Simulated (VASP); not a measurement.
Wanted: the native input for a VASP 6.6.1 run.

* Task: single point
* Functional: PBE
* Dispersion: D3(BJ)
* Potentials or basis: VASP PAW PBE potentials, release 64 (Mo_sv, S)
* Cutoff: 500 eV
* k mesh: 6 × 6 × 6
* Occupations: gaussian, width 0.1 eV
* Spin: collinear spin
* Starting moments: [1.0, 0.0, 0.0] μB
* Dipole correction: no
* Further INCAR settings: ALGO = Normal; EDIFF = 1e-06; NBANDS = 24

The structure of MoS2 lies in POSCAR:

```
MoS2
1.0
    1.5800000000      0.9122134253      6.1500000000
   -1.5800000000      0.9122134253      6.1500000000
    0.0000000000     -1.8244268506      6.1500000000
Mo S
1 2
Direct
    0.0000000000      0.0000000000      0.0000000000
    0.2500000000      0.2500000000      0.2500000000
    0.4170000000      0.4170000000      0.4170000000
```

These files were run (other wordings do the same):

INCAR

```
SYSTEM = MoS2
  PREC = Accurate
  ENCUT = 500
  EDIFF = 1E-6
  ISMEAR = 0
  SIGMA = 0.1
  LREAL = .FALSE.
  LASPH = .TRUE.
  NELM = 200
  ALGO = Normal
  ISIF = 2
  LWAVE = .FALSE.
  LCHARG = .FALSE.
  ISPIN = 2
  MAGMOM = 1 0 0
  LORBIT = 11
  LMAXMIX = 4
  GGA = PE
  IVDW = 12
  NBANDS = 24
  GGA_COMPAT = .FALSE.
```

KPOINTS

```
regular mesh
0
G
  6 6 6
  0 0 0
```

Potentials or basis: VASP PAW PBE potentials, release 64 (Mo_sv, S).

Launch:

```bash
$ cat potpaw_PBE.64/Mo_sv/POTCAR potpaw_PBE.64/S/POTCAR > POTCAR
$ mpirun -np 1 vasp_std > vasp.out
```

Results of the run:

- Pressure: 1.2 GPa
- Largest force: 0.515 eV/Å
- Band gap on the k mesh: 0.94 eV (least direct gap 1.71 eV)
- Net moment: 0.00 μB per cell
- Valence electrons inside the program's atomic spheres: Mo 12.51; S 3.72, 3.71
- Dispersion energy per atom: -0.427 eV

It took 84 s on 1 thread of Intel(R) Xeon(R) 6975P-C (Granite Rapids) (shared host), peak memory 0.41 GiB.
